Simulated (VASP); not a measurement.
A run of VASP 6.6.1:

The input INCAR:

```
SYSTEM = AlNi
PREC = Accurate ; ENCUT = 520
EDIFF = 1E-6 ; ISMEAR = 0
SIGMA = 0.15 ; LREAL = .False.
LASPH = .True. ; NELM = 100
ALGO = Fast ; ISIF = 2
LWAVE = .False. ; LCHARG = .True.
GGA = PS ; LELF = .True.
LVHAR = .True. ; NBANDS = 28
```

File KPOINTS:

```
regular mesh
0
Gamma
  15 15 5
  0 0 0
```

Contents of POSCAR:

```
AlNi
1.0
    0.0000000000     -2.8618233747      0.0000000000
    0.0000000000      0.0000000000     -2.8618233747
    8.5854701242     -0.2384852812     -0.2384852812
Al Ni
3 3
Direct
    0.9930555556     -0.0069444444      0.0833333333
    0.9652777778     -0.0347222222      0.4166666667
    0.9375000000     -0.0625000000      0.7500000000
    0.4236111111      0.4236111111      0.9166666667
    0.4791666667      0.4791666667      0.2500000000
    0.4513888889      0.4513888889      0.5833333333
```

Potentials or basis: VASP PAW PBE potentials, release 64 (Al, Ni).

Command:

```bash
$ cat potpaw_PBE.64/Al/POTCAR potpaw_PBE.64/Ni/POTCAR > POTCAR
$ mpirun -np 1 vasp_std > vasp.out
```

Hardware: 1 thread of Intel(R) Xeon(R) 6975P-C (Granite Rapids), with other jobs on the host.

Estimate the wall time of this run.

Run time: 4.2 min on 1 thread of Intel(R) Xeon(R) 6975P-C (Granite Rapids) (shared host), peak memory 0.55 GiB. Counts: scf iterations 18, k points 304.
